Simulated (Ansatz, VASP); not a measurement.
**Two plane-wave programs on ScInF4**

```
CELL_PARAMETERS angstrom
4.15800 0.00000 0.00000
0.00000 4.15800 0.00000
0.00000 0.00000 6.64949
ATOMIC_POSITIONS crystal
Sc 0.50000 0.50000 0.50000
In 0.00000 0.00000 0.00000
F 0.00000 0.00000 0.68419
F 0.50000 0.00000 0.00000
F 0.00000 0.50000 0.00000
F 0.00000 0.00000 0.31581
```

Alike in both runs: task relaxation of cell and atoms; functional PBE; k mesh 10 × 10 × 6; occupations gaussian, width 0.1 eV; no spin polarisation.

```csv
,VASP,Ansatz
version,VASP 6.6.1,Ansatz 0.2.0
potentials or method,"VASP PAW PBE potentials, release 64 (Sc_sv, In_d, F), cutoff 600 eV","scalar-relativistic, plane waves, PAW"
valence electrons in the cell,52,52
```

Ansatz gave:

| Quantity | Value |
| --- | --- |
| gap on the k mesh at the Fermi level, each at its own relaxed structure (eV) | none |
| relaxed volume (Å³/atom) | 19.20 |
| relaxed cell length with the largest relative difference (Å) | 6.858 |

Question: What did VASP give for the same quantities?

Answer: gap on the k mesh at the Fermi level, each at its own relaxed structure (eV): none; relaxed volume (Å³/atom): 19.17; relaxed cell length with the largest relative difference (Å): 6.839.

A gap of «none» marks a metal or a gap that the smearing closes.
